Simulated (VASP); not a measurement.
# YbB2 (P6/mmm) in VASP: notebook

Runs on YbB2. Level: PBE. Tasks: single point, relaxation of cell and atoms.

All numbers are computed with VASP 6.6.1; they aren't measurements. Logs are shortened: lines on timing, memory, paths and dates and some standing lists are left out, and cuts for length are marked.

**1. The cell of the first run**

The structure is hexagonal, space group P6/mmm (No. 191). Conventional cell: a = 3.246 Å, b = 3.246 Å, c = 3.866 Å, α = 90.00°, β = 90.00°, γ = 120.00°. Yb (site symmetry 6/mmm) has 12 B at 2.69 Å and 6 Yb at 3.25 Å within 3.5 Å. B (site symmetry -6m2) has 3 B at 1.87 Å within 2.5 Å.

**2. Single point, PBE**

The input, INCAR:

```
SYSTEM = YbB2
PREC     = Accurate       ! precision mode
ENCUT    = 520            ! plane-wave cutoff, eV
EDIFF    = 1E-7           ! SCF threshold, eV
ISMEAR   = -1             ! smearing method
SIGMA    = 0.1            ! smearing width, eV
LREAL    = .FALSE.        ! projectors in reciprocal space
LASPH    = .TRUE.         ! aspherical terms in the spheres
NELM     = 100            ! most SCF steps
ALGO     = Normal         ! electronic algorithm
ISIF     = 2              ! what is computed and relaxed
LWAVE    = .FALSE.        ! write WAVECAR
LCHARG   = .TRUE.         ! write CHGCAR
GGA      = PE             ! functional
LELF     = .TRUE.         ! ELF
LVHAR    = .TRUE.       
NBANDS   = 22             ! bands
```

The input, KPOINTS:

```
regular mesh
0
G
  10 10 7
  0 0 0
```

The input, POSCAR:

```
YbB2
1.0
    3.2458555835      0.0000000000      0.0000000000
   -1.6229277917      2.8109933923      0.0000000000
    0.0000000000      0.0000000000      3.8659652217
Yb B
1 2
Direct
    0.0000000000      0.0000000000      0.0000000000
    0.3333333333      0.6666666667      0.5000000000
    0.6666666667      0.3333333333      0.5000000000
```

Potentials or basis: VASP PAW PBE potentials, release 64 (Yb, B).

On the command line:

```bash
cat potpaw_PBE.64/Yb/POTCAR potpaw_PBE.64/B/POTCAR > POTCAR
mpirun -np 1 vasp_std > vasp.out
```

OUTCAR:

```text
SYSTEM = YbB2
   PREC = Accurate
   ENCUT = 520
   EDIFF = 1E-7
   ISMEAR = -1
   LREAL = .FALSE.
   LASPH = .TRUE.
   NELM = 100
   ISIF = 2
   GGA = PE

 ion  position               nearest neighbor table
   1  0.000  0.000  0.000-   2 2.69   3 2.69   2 2.69   3 2.69   2 2.69   2 2.69   3 2.69   3 2.69
                             3 2.69   3 2.69   2 2.69   2 2.69
   2  0.333  0.667  0.500-   3 1.87   3 1.87   3 1.87   1 2.69   1 2.69   1 2.69   1 2.69   1 2.69
                             1 2.69
   3  0.667  0.333  0.500-   2 1.87   2 1.87   2 1.87   1 2.69   1 2.69   1 2.69   1 2.69   1 2.69
                             1 2.69

  LATTYP: Found a hexagonal cell.
 ALAT       =     3.2458555835
 C/A-ratio  =     1.1910465892

  Lattice vectors:

 A1 = (   3.2458555835,   0.0000000000,   0.0000000000)
 A2 = (  -1.6229277917,   2.8109933923,   0.0000000000)
 A3 = (   0.0000000000,   0.0000000000,   3.8659652217)

Analysis of symmetry for initial positions (statically):
=====================================================================
 Subroutine PRICEL returns:
 Original cell was already a primitive cell.

 Routine SETGRP: Setting up the symmetry group for a
 hexagonal supercell.

 Subroutine GETGRP returns: Found 24 space group operations
 (whereof 24 operations were pure point group operations)
 out of a pool of 24 trial point group operations.

The static configuration has the point symmetry D_6h.

Analysis of symmetry for dynamics (positions and initial velocities):
=====================================================================
 Subroutine PRICEL returns:
 Original cell was already a primitive cell.

 Routine SETGRP: Setting up the symmetry group for a
 hexagonal supercell.

 Subroutine GETGRP returns: Found 24 space group operations
 (whereof 24 operations were pure point group operations)
 out of a pool of 24 trial point group operations.

The dynamic configuration has the point symmetry D_6h.

 Subroutine INISYM returns: Found 24 space group operations
 (whereof 24 operations are pure point group operations),
 and found     1 'primitive' translations

----------------------------------------------------------------------------------------

                                     Primitive cell

  volume of cell :      35.2734

  direct lattice vectors                    reciprocal lattice vectors
     3.245855584  0.000000000  0.000000000     0.308085179  0.177873061  0.000000000
    -1.622927792  2.810993392  0.000000000     0.000000000  0.355746123  0.000000000
     0.000000000  0.000000000  3.865965222     0.000000000  0.000000000  0.258667614

  length of vectors
     3.245855584  3.245855583  3.865965222     0.355746123  0.355746123  0.258667614

  position of ions in fractional coordinates (direct lattice)
     0.000000000  0.000000000  0.000000000
     0.333333333  0.666666667  0.500000000
     0.666666667  0.333333333  0.500000000

  ion indices of the primitive-cell ions
   primitive index   ion index
                 1           1
                 2           2
                 3           3

----------------------------------------------------------------------------------------

 KPOINTS: regular mesh

Automatic generation of k-mesh.
 Grid dimensions read from file:
 generate k-points for:   10   10    7

 Generating k-lattice:

  Cartesian coordinates                     Fractional coordinates (reciprocal lattice)
     0.030808518  0.017787306  0.000000000     0.100000000  0.000000000  0.000000000
     0.000000000  0.035574612  0.000000000     0.000000000  0.100000000  0.000000000
     0.000000000  0.000000000  0.036952516     0.000000000  0.000000000  0.142857143

  Length of vectors
     0.035574612  0.035574612  0.036952516

  Shift w.r.t. Gamma in fractional coordinates (k-lattice)
     0.000000000  0.000000000  0.000000000

 Subroutine IBZKPT returns following result:
 ===========================================

 Found     56 irreducible k-points:

 Following reciprocal coordinates:
            Coordinates               Weight
  0.000000  0.000000  0.000000      1.000000
  0.100000  0.000000  0.000000      6.000000
  0.200000  0.000000  0.000000      6.000000
  0.300000  0.000000  0.000000      6.000000
  0.400000  0.000000  0.000000      6.000000
  0.500000  0.000000  0.000000      3.000000
[... 16 lines left out ...]
  0.300000  0.100000  0.142857     24.000000
  0.400000  0.100000  0.142857     24.000000
 [... further k-points ...]
   k-points           NKPTS =     56   k-points in BZ     NKDIM =     56   number of bands    NBANDS=     22
   number of dos      NEDOS =    301   number of ions     NIONS =      3
   total plane-waves  NPLWV =  17280
   dimension x,y,z NGX =    24 NGY =   24 NGZ =   30
   dimension x,y,z NGXF=    48 NGYF=   48 NGZF=   60
   ions per type =               1   2
   NGX,Y,Z   is equivalent  to a cutoff of  12.29, 12.29, 12.90 a.u.
   NGXF,Y,Z  is equivalent  to a cutoff of  24.58, 24.58, 25.80 a.u.
 SYSTEM =  YbB2
   PREC   = accura    normal or accurate (medium, high low for compatibility)
   ISTART =      0    job   : 0-new  1-cont  2-samecut
   ICHARG =      2    charge: 1-file 2-atom 10-const
   ISPIN  =      1    spin polarized calculation?
   LNONCOLLINEAR =      F non collinear calculations
   LSORBIT =      F    spin-orbit coupling
   LASPH  =      T    aspherical Exc in radial PAW
   ENCUT  =  520.0 eV  38.22 Ry    6.18 a.u.   6.04  6.04  7.19*2*pi/ulx,y,z
   NELM   =    100;   NELMIN=  2; NELMDL= -5     # of ELM steps
   EDIFF  = 0.1E-06   stopping-criterion for ELM
   LREAL  =      F    real-space projection
   EDIFFG = 0.1E-05   stopping-criterion for IOM
   NSW    =      0    number of steps for IOM
   IBRION =     -1    ionic relax: 0-MD 1-quasi-New 2-CG
   NFREE  =      0    steps in history (QN), initial steepest desc. (CG)
   ISIF   =      2    stress and relaxation
   ISYM   =      2    0-nonsym 1-usesym 2-fastsym
   POTIM  = 0.5000    time-step for ionic-motion
   TEBEG  =    0.0;   TEEND  =   0.0 temperature during run
   PSTRESS=    0.0 pullay stress
   NELECT =      30.0000    total number of electrons
   NUPDOWN=      -1.0000    fix difference up-down
   EMIN   =  10.00;   EMAX   =-10.00  energy-range for DOS
   EFERMI =   0.00;   METHOD = LEGACY
   ISMEAR =    -1;   SIGMA  =   0.10  broadening in eV -4-tet -1-fermi 0-gaus
   EFERMI_NEDOS =   21; number of points for ismear=-14 and -15
   IALGO  =     38    algorithm
   IMIX   =      4    mixing-type and parameters
     AMIX     =   0.40;   BMIX     =  1.00
     AMIX_MAG =   1.60;   BMIX_MAG =  1.00
  volume/ion in A,a.u.               =      11.76        79.35
  Fermi-wavevector in a.u.,A,eV,Ry     =   1.551075  2.931108 32.733374  2.405835
  Thomas-Fermi vector in A             =   2.655647
   LORBIT       =      0    0 simple, 1 ext, 2 COOP (PROOUT), +10 PAW based schemes
   GGA     = PE    functional components
   LHFCALC =     F    Hartree Fock is set to
   AEXX    =    0.0000 exact exchange contribution
   IVDW    =     0    specifies the selected vdW correction
   LEPSILON=     F    determine dielectric tensor
   LRPA    =     F    only Hartree local field effects (RPA)
 non-spin polarized calculation
  energy-cutoff  :      520.00
  volume of cell :       35.27
 maximum number of plane-waves:       964
   NGX = 13   NGY = 13   NGZ = 15

 number of electron      29.9999994 magnetization

 Free energy of the ion-electron system (eV)
  ---------------------------------------------------
  ext. energy  EPLUGINS =         0.00000000
  ---------------------------------------------------
  free energy    TOTEN  =       -18.19439086 eV

  energy without entropy =      -18.06058696  energy(sigma->0) =      -18.12748891

 E-fermi :   3.9380     XC(G=0): -12.1348

 val. band max:        3.9041235188   @ k =   0.1000   0.0000   0.2857
 cond. band min:       3.9463223484   @ k =   0.4000   0.0000   0.2857
 fundamental gap:      0.0421988296
 Fermi energy:         3.9379971683

 k-point     1 :       0.0000    0.0000    0.0000
  band No.  band energies     occupation
      1     -47.0477      2.00000
      2     -19.2480      2.00000
      3     -18.8828      2.00000
      4     -18.8828      2.00000
      5      -7.0744      2.00000
      6       2.2592      2.00000
[... 14 lines left out ...]
     21      10.6683      0.00000
     22      11.2819      0.00000

 k-point     2 :       0.1000    0.0000    0.0000
  band No.  band energies     occupation
      1     -47.0415      2.00000
      2     -19.2307      2.00000
      3     -18.9811      2.00000
      4     -18.9036      2.00000
      5      -6.8765      2.00000
      6       2.2195      2.00000
[... 14 lines left out ...]
     21      11.1263      0.00000
     22      11.2743      0.00000

 k-point     3 :       0.2000    0.0000    0.0000
  band No.  band energies     occupation
      1     -47.0254      2.00000
      2     -19.2291      2.00000
      3     -19.1852      2.00000
      4     -18.9577      2.00000
      5      -6.3147      2.00000
      6       1.4389      2.00000
[... 14 lines left out ...]
     21      10.9860      0.00000
     22      12.8381      0.00000

 k-point     4 :       0.3000    0.0000    0.0000
  band No.  band energies     occupation
      1     -47.0053      2.00000
      2     -19.5191      2.00000
      3     -19.1284      2.00000
      4     -19.0236      2.00000
      5      -5.4567      2.00000
      6      -0.1134      2.00000
[... 14 lines left out ...]
     21      11.1862      0.00000
     22      14.1553      0.00000

 k-point     5 :       0.4000    0.0000    0.0000
  band No.  band energies     occupation
      1     -46.9890      2.00000
      2     -19.7421      2.00000
      3     -19.0818      2.00000
      4     -19.0762      2.00000
      5      -4.3648      2.00000
      6      -1.6498      2.00000
[... 417 lines left out ...]
 k-point    22 :       0.2000    0.1000    0.1429
  band No.  band energies     occupation
      1     -47.0116      2.00000
      2     -19.3929      2.00000
      3     -19.1855      2.00000
      4     -19.0227      2.00000
      5      -5.6208      2.00000
      6       0.5968      2.00000
[... 14 lines left out ...]
     21      12.3026      0.00000
     22      12.4665      0.00000

 k-point    23 :       0.3000    0.1000    0.1429
  band No.  band energies     occupation
      1     -46.9934      2.00000
      2     -19.6294      2.00000
      3     -19.1308      2.00000
      4     -19.0994      2.00000
      5      -4.7158      2.00000
      6      -0.8726      2.00000
[... 14 lines left out ...]
     21      12.9332      0.00000
     22      13.4937      0.00000

 k-point    24 :       0.4000    0.1000    0.1429
  band No.  band energies     occupation
      1     -46.9822      2.00000
      2     -19.7704      2.00000
      3     -19.1465      2.00000
      4     -19.0963      2.00000
      5      -3.6259      2.00000
      6      -2.2712      2.00000
[... 14 lines left out ...]
     21      13.5984      0.00000
     22      14.0561      0.00000

 [... further k-points ...]

------------------------ aborting loop because EDIFF is reached ----------------------------------------

  FORCE on cell =-STRESS in cart. coord.  units (eV):
  Direction    XX          YY          ZZ          XY          YZ          ZX
  --------------------------------------------------------------------------------------
  -------------------------------------------------------------------------------------
  Total       -0.3558659     -0.3558659     -0.3396735     -0.0000000      0.0000000      0.0000000
  in kB      -16.1640409    -16.1640409    -15.4285556     -0.0000000      0.0000000      0.0000000
  external PRESSURE =     -15.9188791 kB  Pullay stress =       0.0000000 kB

 VOLUME and BASIS-vectors are now :
 -----------------------------------------------------------------------------
  energy-cutoff  :      520.00
  volume of cell :       35.27
      direct lattice vectors                 reciprocal lattice vectors
     3.245855584  0.000000000  0.000000000     0.308085179  0.177873061  0.000000000
    -1.622927792  2.810993392  0.000000000     0.000000000  0.355746123  0.000000000
     0.000000000  0.000000000  3.865965222     0.000000000  0.000000000  0.258667614

 POSITION                                       TOTAL-FORCE (eV/Angst)
 -----------------------------------------------------------------------------------
      0.00000      0.00000      0.00000         0.000000      0.000000      0.000000
     -0.00000      1.87400      1.93298         0.000000      0.000000      0.000000
      1.62293      0.93700      1.93298        -0.000000     -0.000000     -0.000000
 -----------------------------------------------------------------------------------
    total drift:                               -0.000000      0.000000     -0.000000

  FREE ENERGIE OF THE ION-ELECTRON SYSTEM (eV)
  ---------------------------------------------------
  free  energy   TOTEN  =       -18.1943908633 eV

  energy  without entropy=      -18.0605869564  energy(sigma->0) =      -18.12748891
```

It took 3.4 min on 1 thread of Intel Xeon 8259CL, shared host; peak memory 0.19 GiB.

Results:

```
Free energy            : -18.1944 eV
Pressure               : -1.6 GPa
Band gap on the k mesh : zero (bands 15 and 16 overlap by 1.23 eV)
```

Levels at points of the mesh, in eV from the Fermi level:
| k point | band 13 | band 14 | band 15 | band 16 | band 17 | band 18 |
| --- | --- | --- | --- | --- | --- | --- |
| (0.00, 0.00, 0.00) | -0.42 | -0.32 | -0.32 | -0.08 | 6.33 | 6.37 |
| (0.50, 0.00, 0.00) | -0.44 | -0.39 | -0.06 | 0.11 | 3.50 | 5.77 |

Caveat: spin-orbit coupling is left out, which moves the levels of the heavy elements. Spin polarisation is off, so any magnetic state and its effect on volume and gap are missing.

(Continued in part 2 of 2.)

The gap in the log of VASP goes by the Fermi energy; the results here count the filled bands.